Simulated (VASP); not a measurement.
**C: electric field gradients with PBE**

Crystal: C.

```
C
1.0
     2.08708    0.00000    0.00000
    -1.04354    1.80747    0.00000
     0.00000    0.00000    3.46980
C
2
Direct
  0.33333 0.66667 0.25000
  0.66667 0.33333 0.75000
```

This cell differs from its parent crystal: volume scaled by 0.9405.

| Quantity | Value |
| --- | --- |
| Program | VASP 6.6.1 |
| Task | electric field gradients |
| Functional | PBE |
| Potentials or basis | VASP PAW PBE potentials, release 64 (C) |
| Cutoff | 520 eV |
| k mesh | 17 × 17 × 9 |
| Occupations | fermi-dirac, width 0.03 eV |
| Spin | no spin polarisation |
| Dipole correction | no |
| Further INCAR settings | ALGO = Normal; EDIFF = 1e-08; NBANDS = 11 |

* Pressure: 10.7 GPa
* Band gap on the k mesh: zero (band 4 reaches 16.34 eV, above the bottom of band 5 at 4.89 eV)

Stress tensor (GPa, compression positive):
```
10.64  0.00  0.00
 0.00 10.64  0.00
 0.00  0.00 10.79
```

Levels at points of the mesh, in eV from the Fermi level:
```tsv
k point	band 1	band 2	band 3	band 4	band 5	band 6	band 7	band 8
(0.00, 0.00, 0.00)	-20.17	-10.08	-9.75	7.24	7.24	8.71	9.05	9.05
```

Electric field gradients, principal values (V/Å²):
```
atom  least  middle  greatest (by size)
 1 C  0.649   0.649              -1.297
 2 C  0.649   0.649              -1.297
```

Wall time 5.7 s on 1 thread of Intel(R) Xeon(R) 6975P-C (Granite Rapids), on a shared host, peak memory 0.12 GiB.

Caveat: without QUAD_EFG the Cq values of the log hold for a quadrupole moment of 1 mb, not for the nuclei.
